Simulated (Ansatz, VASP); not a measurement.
## BaTiO3: VASP beside Ansatz

The input POSCAR:

```
BaTiO3
1.0
    3.7953868273      0.0000000000      0.0000000000
    0.0000000000      2.7003528941      2.7056068783
    0.0000000000     -2.7003528941      2.7056068783
Ba Ti O
1 1 3
Direct
    0.0000000000      0.0044061011      0.0044061011
    0.5000000000      0.5135753575      0.5135753575
    0.0000000000      0.4947134013      0.4947134013
    0.5000000000      0.4954342957      0.9880908444
    0.5000000000      0.9880908444      0.4954342957
```

INCAR.step1

```
  PREC = Accurate
  ENCUT = 520
  ISMEAR = 0
  SIGMA = 0.05
  LREAL = False
  LASPH = True
  NELM = 150
  LMAXMIX = 4
  LDAU = True
  LDAUTYPE = 2
  LDAUL = -1 2 -1
  LDAUU = 0 4 0
  LDAUJ = 0 0 0
  NBANDS = 28
  GGA = PE
  ALGO = Normal
  EDIFF = 1E-4
  LWAVE = True
  LCHARG = False
```

INCAR.step2

```
  PREC = Accurate
  ENCUT = 520
  EDIFF = 1E-6
  ISMEAR = 0
  SIGMA = 0.05
  LREAL = False
  LASPH = True
  NELM = 150
  ALGO = Normal
  ISIF = 2
  LWAVE = False
  LCHARG = False
  LMAXMIX = 4
  LDAU = True
  LDAUTYPE = 2
  LDAUL = -1 2 -1
  LDAUU = 0 4 0
  LDAUJ = 0 0 0
  LDAUPRINT = 1
  METAGGA = R2SCAN
  LMIXTAU = True
  NBANDS = 28
  ISTART = 1
```

The input KPOINTS:

```
Automatic mesh
0
Gamma
  6 6 6
```

Input for Ansatz:

```yaml
crystal:
  lattice:
    - [3.7953868273, 0.0, 0.0]
    - [0.0, 2.7003528941, 2.7056068783]
    - [0.0, -2.7003528941, 2.7056068783]
  atoms:
    - { symbol: Ba, position: [0.0, 0.0044061011, 0.0044061011] }
    - { symbol: Ti, position: [0.5, 0.5135753575, 0.5135753575] }
    - { symbol: O, position: [0.0, 0.4947134013, 0.4947134013] }
    - { symbol: O, position: [0.5, 0.4954342957, 0.9880908444] }
    - { symbol: O, position: [0.5, 0.9880908444, 0.4954342957] }
basis:
  ecutwfc: 500
kpoints:
  mp_grid: { grid: [6, 6, 6] }
hamiltonian:
  xc: r2scan
  hubbard: { sites: [{ species: Ti, l: d, u_eff: 4.0 }] }
scf:
  occupations: { method: gaussian, width: 0.05 }
output:
  forces: true
  stress: true
  eigenvalues: true
```

Change from the starting cell: strain -0.050 along x and y, -0.050 along z, atoms carried along.

Alike in both runs: task single point; functional r2SCAN; k mesh 6 × 6 × 6; occupations gaussian, width 0.05 eV; no spin polarisation; Hubbard terms Ti d U = 4.0 eV.

```csv
,VASP,Ansatz
version,VASP 6.6.1,Ansatz 0.2.0
potentials or method,"VASP PAW PBE potentials, release 64 (Ba_sv, Ti_sv, O), cutoff 520 eV","scalar-relativistic, plane waves, PAW"
valence electrons in the cell,40,40
```

Ansatz gave:

| Property | Result |
| --- | --- |
| gap on the k mesh at the Fermi level (eV) | 3.28 |
| least direct gap on the mesh (eV) | 3.37 |
| pressure (GPa) | 38.0 |
| traceless stress, the component that is largest in VASP (GPa) | 0.39 |
| rms of the force components (eV/Å) | 0.505 |

Q: What did VASP give for the same quantities?

A: gap on the k mesh at the Fermi level (eV): 3.25; least direct gap on the mesh (eV): 3.38; pressure (GPa): 44.6; traceless stress, the component that is largest in VASP (GPa): 0.63; rms of the force components (eV/Å): 0.747.

VASP's potentials were made for PBE, not for r2SCAN. The programs project onto different local orbitals, so the same U acts differently, and such runs can settle in different states. Atom by atom the forces differ by 0.244 eV/Å (rms over components). The pressures are high and differ by over a tenth, so treat them with care.

Spin-orbit coupling is off throughout.
